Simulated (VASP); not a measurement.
Input of a VASP 6.6.1 run:

The input INCAR:

```
ALGO = Normal ; EDIFF = 1E-6
EDIFFG = -0.005 ; ENCUT = 600
GGA = PS ; IBRION = 2
ISIF = 3 ; ISMEAR = 0
LASPH = T ; LCHARG = F
LREAL = F ; LWAVE = F
NELM = 100 ; NSW = 100
PREC = Accurate ; SIGMA = 0.02
```

File KPOINTS:

```
k-points
0
Gamma
  8 8 4
```

The input POSCAR:

```
Cl
1.0
    3.1200000000     -2.2400000000      0.0000000000
    3.1200000000      2.2400000000      0.0000000000
    0.0000000000      0.0000000000      8.2600000000
Cl
4
Direct
    0.1300000000      0.8700000000      0.1000000000
    0.6300000000      0.3700000000      0.4000000000
    0.8700000000      0.1300000000      0.9000000000
    0.3700000000      0.6300000000      0.6000000000
```

Potentials or basis: VASP PAW PBE potentials, release 64 (Cl).

The run is started by

```console
$ cat potpaw_PBE.64/Cl/POTCAR > POTCAR
$ mpirun -np 1 vasp_std > vasp.out
```

(1) Predict the relaxed volume.

(2) Estimate the relaxed cell.

(3) Estimate the band gap on the k mesh.

Results:

(1) 26.79 Å³/atom.

(2) a = 3.938 Å, b = 3.938 Å, c = 8.024 Å, α = 90.00°, β = 90.00°, γ = 59.46°.

(3) 2.14 eV.

Caveat: this functional lacks dispersion, which holds the molecules together, so the pressure and a relaxed volume are unreliable; the PAW data sets were made with another functional, which shifts forces and pressure a little.
